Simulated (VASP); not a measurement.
# NaF (Villiaumite) (Fm-3m) in VASP: a series of runs

NaF (Villiaumite) is run at these levels: PBEsol; tasks: single point, relaxation of volume and atoms at fixed shape.

Everything below comes from runs of VASP 6.6.1. Logs are shortened: lines on timing, memory, paths and dates and some standing lists are left out, and cuts for length are marked.

## 1. The cell of the first run

The structure is cubic, space group Fm-3m (No. 225). The conventional cell has a = 4.629 Å, b = 4.629 Å, c = 4.629 Å, α = 90.00°, β = 90.00°, γ = 90.00°. Na (site symmetry m-3m) has 6 F at 2.31 Å within 3.1 Å. F (site symmetry m-3m) has 6 Na at 2.31 Å within 3.1 Å.

## 2. Single point, PBEsol

File INCAR:

```
SYSTEM = NaF
  PREC = Accurate
  ENCUT = 600
  EDIFF = 1E-6
  ISMEAR = 0
  SIGMA = 0.01
  LREAL = .False.
  LASPH = .True.
  NELM = 120
  ALGO = Normal
  ISIF = 2
  LWAVE = .False.
  LCHARG = .False.
  GGA = PS
  NBANDS = 14
  GGA_COMPAT = .False.
```

File KPOINTS:

```
Automatic mesh
0
Gamma
  6 6 6
  0 0 0
```

File POSCAR:

```
NaF
1.0
    0.0000000000      2.3144315504      2.3144315504
    2.3144315504      0.0000000000      2.3144315504
    2.3144315504      2.3144315504      0.0000000000
Na F
1 1
Direct
    0.0000000000      0.0000000000      0.0000000000
    0.5000000000      0.5000000000      0.5000000000
```

Potentials or basis: VASP PAW PBE potentials, release 64 (Na_pv, F).

On the command line:

```bash
$ cat potpaw_PBE.64/Na_pv/POTCAR potpaw_PBE.64/F/POTCAR > POTCAR
$ mpirun -np 1 vasp_std > vasp.out
```

OUTCAR:

```text
SYSTEM = NaF
   PREC = Accurate
   ENCUT = 600
   EDIFF = 1E-6
   ISMEAR = 0
   LREAL = .False.
   LASPH = .True.
   NELM = 120
   ISIF = 2
   GGA = PS

 ion  position               nearest neighbor table
   1  0.000  0.000  0.000-   2 2.31   2 2.31   2 2.31   2 2.31   2 2.31   2 2.31
   2  0.500  0.500  0.500-   1 2.31   1 2.31   1 2.31   1 2.31   1 2.31   1 2.31

  LATTYP: Found a face centered cubic cell.
 ALAT       =     4.6288631008

  Lattice vectors:

 A1 = (   0.0000000000,   2.3144315504,   2.3144315504)
 A2 = (   2.3144315504,   0.0000000000,   2.3144315504)
 A3 = (   2.3144315504,   2.3144315504,   0.0000000000)

Analysis of symmetry for initial positions (statically):
=====================================================================
 Subroutine PRICEL returns:
 Original cell was already a primitive cell.

 Routine SETGRP: Setting up the symmetry group for a
 face centered cubic supercell.

 Subroutine GETGRP returns: Found 48 space group operations
[... 9 lines left out ...]

 Routine SETGRP: Setting up the symmetry group for a
 face centered cubic supercell.

 Subroutine GETGRP returns: Found 48 space group operations
[... 11 lines left out ...]
                                     Primitive cell

  volume of cell :      24.7949

  direct lattice vectors                    reciprocal lattice vectors
     0.000000000  2.314431550  2.314431550    -0.216035769  0.216035769  0.216035769
     2.314431550  0.000000000  2.314431550     0.216035769 -0.216035769  0.216035769
     2.314431550  2.314431550  0.000000000     0.216035769  0.216035769 -0.216035769

  length of vectors
     3.273100488  3.273100488  3.273100488     0.374184928  0.374184928  0.374184928

  position of ions in fractional coordinates (direct lattice)
     0.000000000  0.000000000  0.000000000
     0.500000000  0.500000000  0.500000000

  ion indices of the primitive-cell ions
   primitive index   ion index
                 1           1
                 2           2

----------------------------------------------------------------------------------------

 KPOINTS: Automatic mesh

Automatic generation of k-mesh.
 Grid dimensions read from file:
 generate k-points for:    6    6    6

 Generating k-lattice:

  Cartesian coordinates                     Fractional coordinates (reciprocal lattice)
    -0.036005962  0.036005962  0.036005962     0.166666667  0.000000000  0.000000000
     0.036005962 -0.036005962  0.036005962     0.000000000  0.166666667  0.000000000
     0.036005962  0.036005962 -0.036005962     0.000000000  0.000000000  0.166666667

  Length of vectors
     0.062364155  0.062364155  0.062364155

  Shift w.r.t. Gamma in fractional coordinates (k-lattice)
     0.000000000  0.000000000  0.000000000

 Subroutine IBZKPT returns following result:
 ===========================================

 Found     16 irreducible k-points:

 Following reciprocal coordinates:
            Coordinates               Weight
  0.000000  0.000000  0.000000      1.000000
  0.166667  0.000000  0.000000      8.000000
  0.333333  0.000000  0.000000      8.000000
  0.500000  0.000000  0.000000      4.000000
  0.166667  0.166667  0.000000      6.000000
  0.333333  0.166667  0.000000     24.000000
[... 8 lines left out ...]
 -0.333333  0.333333  0.166667     24.000000
 -0.333333  0.500000  0.166667     12.000000
   k-points           NKPTS =     16   k-points in BZ     NKDIM =     16   number of bands    NBANDS=     14
   number of dos      NEDOS =    301   number of ions     NIONS =      2
   total plane-waves  NPLWV =  21952
   dimension x,y,z NGX =    28 NGY =   28 NGZ =   28
   dimension x,y,z NGXF=    56 NGYF=   56 NGZF=   56
   ions per type =               1   1
   NGX,Y,Z   is equivalent  to a cutoff of  14.22, 14.22, 14.22 a.u.
   NGXF,Y,Z  is equivalent  to a cutoff of  28.44, 28.44, 28.44 a.u.
 SYSTEM =  NaF
   PREC   = accura    normal or accurate (medium, high low for compatibility)
   ISTART =      0    job   : 0-new  1-cont  2-samecut
   ICHARG =      2    charge: 1-file 2-atom 10-const
   ISPIN  =      1    spin polarized calculation?
   LNONCOLLINEAR =      F non collinear calculations
   LSORBIT =      F    spin-orbit coupling
   LASPH  =      T    aspherical Exc in radial PAW
   ENCUT  =  600.0 eV  44.10 Ry    6.64 a.u.   6.54  6.54  6.54*2*pi/ulx,y,z
   NELM   =    120;   NELMIN=  2; NELMDL= -5     # of ELM steps
   EDIFF  = 0.1E-05   stopping-criterion for ELM
   LREAL  =      F    real-space projection
   EDIFFG = 0.1E-04   stopping-criterion for IOM
   NSW    =      0    number of steps for IOM
   IBRION =     -1    ionic relax: 0-MD 1-quasi-New 2-CG
   NFREE  =      0    steps in history (QN), initial steepest desc. (CG)
   ISIF   =      2    stress and relaxation
   ISYM   =      2    0-nonsym 1-usesym 2-fastsym
   POTIM  = 0.5000    time-step for ionic-motion
   TEBEG  =    0.0;   TEEND  =   0.0 temperature during run
   PSTRESS=    0.0 pullay stress
   NELECT =      14.0000    total number of electrons
   NUPDOWN=      -1.0000    fix difference up-down
   EMIN   =  10.00;   EMAX   =-10.00  energy-range for DOS
   EFERMI =   0.00;   METHOD = LEGACY
   ISMEAR =     0;   SIGMA  =   0.01  broadening in eV -4-tet -1-fermi 0-gaus
   EFERMI_NEDOS =   21; number of points for ismear=-14 and -15
   IALGO  =     38    algorithm
   IMIX   =      4    mixing-type and parameters
     AMIX     =   0.40;   BMIX     =  1.00
     AMIX_MAG =   1.60;   BMIX_MAG =  1.00
  volume/ion in A,a.u.               =      12.40        83.66
  Fermi-wavevector in a.u.,A,eV,Ry     =   1.353100  2.556988 24.910623  1.830879
  Thomas-Fermi vector in A             =   2.480383
   LORBIT       =      0    0 simple, 1 ext, 2 COOP (PROOUT), +10 PAW based schemes
   GGA     = PS    functional components
   LHFCALC =     F    Hartree Fock is set to
   AEXX    =    0.0000 exact exchange contribution
   IVDW    =     0    specifies the selected vdW correction
   LEPSILON=     F    determine dielectric tensor
   LRPA    =     F    only Hartree local field effects (RPA)
 non-spin polarized calculation
 Gauss-broadening in eV      SIGMA  =   0.01
  energy-cutoff  :      600.00
  volume of cell :       24.79
 maximum number of plane-waves:       869
 NGX is ok and might be reduce to    28
   NGX = 13   NGY = 13   NGZ = 13

 number of electron      14.0000006 magnetization

 Free energy of the ion-electron system (eV)
  ---------------------------------------------------
  ext. energy  EPLUGINS =         0.00000000
  ---------------------------------------------------
  free energy    TOTEN  =        -8.77052809 eV

  energy without entropy =       -8.77052809  energy(sigma->0) =       -8.77052809

 E-fermi :  -2.0428     XC(G=0):  -9.3506

 val. band max:       -2.1645913372   @ k =   0.0000   0.0000   0.0000
 cond. band min:       4.0147446600   @ k =   0.0000   0.0000   0.0000
 fundamental gap:      6.1793359972
 Fermi energy:        -2.0428333753

 k-point     1 :       0.0000    0.0000    0.0000
  band No.  band energies     occupation
      1     -21.2277      2.00000
      2     -20.9224      2.00000
      3     -20.9224      2.00000
      4     -20.9224      2.00000
      5      -2.1646      2.00000
      6      -2.1646      2.00000
      7      -2.1646      2.00000
      8       4.0147      0.00000
      9      16.7036      0.00000
     10      16.7036      0.00000
     11      16.7036      0.00000
     12      19.3939      0.00000
     13      21.7851      0.00000
     14      21.7851      0.00000

 k-point     2 :       0.1667    0.0000    0.0000
  band No.  band energies     occupation
      1     -21.4906      2.00000
      2     -20.9256      2.00000
      3     -20.9256      2.00000
      4     -20.6235      2.00000
      5      -2.6633      2.00000
      6      -2.2305      2.00000
      7      -2.2305      2.00000
      8       4.9502      0.00000
      9      14.1767      0.00000
     10      17.1088      0.00000
     11      17.1088      0.00000
     12      20.9371      0.00000
     13      20.9371      0.00000
     14      21.9162      0.00000

 k-point     3 :       0.3333    0.0000    0.0000
  band No.  band energies     occupation
      1     -21.7428      2.00000
      2     -20.9318      2.00000
      3     -20.9318      2.00000
      4     -20.2979      2.00000
      5      -3.4549      2.00000
      6      -2.3601      2.00000
      7      -2.3601      2.00000
      8       6.9330      0.00000
      9      11.6747      0.00000
     10      17.7399      0.00000
     11      17.7399      0.00000
     12      20.4494      0.00000
     13      20.4494      0.00000
     14      21.8250      0.00000
[... 188 lines left out ...]
 k-point    15 :      -0.3333    0.3333    0.1667
  band No.  band energies     occupation
      1     -21.5633      2.00000
      2     -21.0012      2.00000
      3     -20.9764      2.00000
      4     -20.3919      2.00000
      5      -3.3232      2.00000
      6      -2.9091      2.00000
      7      -2.5849      2.00000
      8      10.0849      0.00000
      9      10.6085      0.00000
     10      13.9330      0.00000
     11      15.7668      0.00000
     12      20.4026      0.00000
     13      21.0987      0.00000
     14      25.7553      0.00000

 k-point    16 :      -0.3333    0.5000    0.1667
  band No.  band energies     occupation
      1     -21.3677      2.00000
      2     -21.0459      2.00000
      3     -21.0003      2.00000
      4     -20.5482      2.00000
      5      -3.2699      2.00000
      6      -2.8265      2.00000
      7      -2.7057      2.00000
      8      10.8647      0.00000
      9      10.9164      0.00000
     10      12.3830      0.00000
     11      15.4915      0.00000
     12      19.2147      0.00000
     13      23.8217      0.00000
     14      23.8687      0.00000

------------------------ aborting loop because EDIFF is reached ----------------------------------------

  FORCE on cell =-STRESS in cart. coord.  units (eV):
  Direction    XX          YY          ZZ          XY          YZ          ZX
  --------------------------------------------------------------------------------------
  -------------------------------------------------------------------------------------
  Total       -0.0235126     -0.0235126     -0.0235126     -0.0000000     -0.0000000     -0.0000000
  in kB       -1.5193132     -1.5193132     -1.5193132     -0.0000000     -0.0000000     -0.0000000
  external PRESSURE =      -1.5193132 kB  Pullay stress =       0.0000000 kB

 VOLUME and BASIS-vectors are now :
 -----------------------------------------------------------------------------
  energy-cutoff  :      600.00
  volume of cell :       24.79
      direct lattice vectors                 reciprocal lattice vectors
     0.000000000  2.314431550  2.314431550    -0.216035769  0.216035769  0.216035769
     2.314431550  0.000000000  2.314431550     0.216035769 -0.216035769  0.216035769
     2.314431550  2.314431550  0.000000000     0.216035769  0.216035769 -0.216035769

 POSITION                                       TOTAL-FORCE (eV/Angst)
 -----------------------------------------------------------------------------------
      0.00000      0.00000      0.00000        -0.000000     -0.000000     -0.000000
      2.31443      2.31443      2.31443         0.000000      0.000000      0.000000
 -----------------------------------------------------------------------------------
    total drift:                                0.000000      0.000000      0.000000

  FREE ENERGIE OF THE ION-ELECTRON SYSTEM (eV)
  ---------------------------------------------------
  free  energy   TOTEN  =        -8.7705280938 eV

  energy  without entropy=       -8.7705280938  energy(sigma->0) =       -8.77052809
```

It took 10 s on 1 thread of Intel Xeon 8259CL, shared host; peak memory 0.15 GiB.

What came out:

```yaml
Free_energy: -8.7705 eV
Pressure: -0.2 GPa
Band_gap_on_the_k_mesh: 6.18 eV, direct
```

Levels at points of the mesh, in eV from the valence-band top:
```csv
k point,band 5,band 6,band 7,band 8,band 9,band 10
"(0.00, 0.00, 0.00)",0.00,0.00,0.00,6.18,18.87,18.87
"(0.50, 0.00, 0.00)",-1.63,-0.26,-0.26,10.63,12.36,20.02
"(0.50, 0.50, 0.00)",-1.30,-0.41,-0.41,13.00,13.11,13.56
```

Caveat: the PAW data sets were made with another functional, which shifts forces and pressure a little. As with any semilocal functional, this PBEsol gap is likely too small.

(Continued in part 2 of 2.)
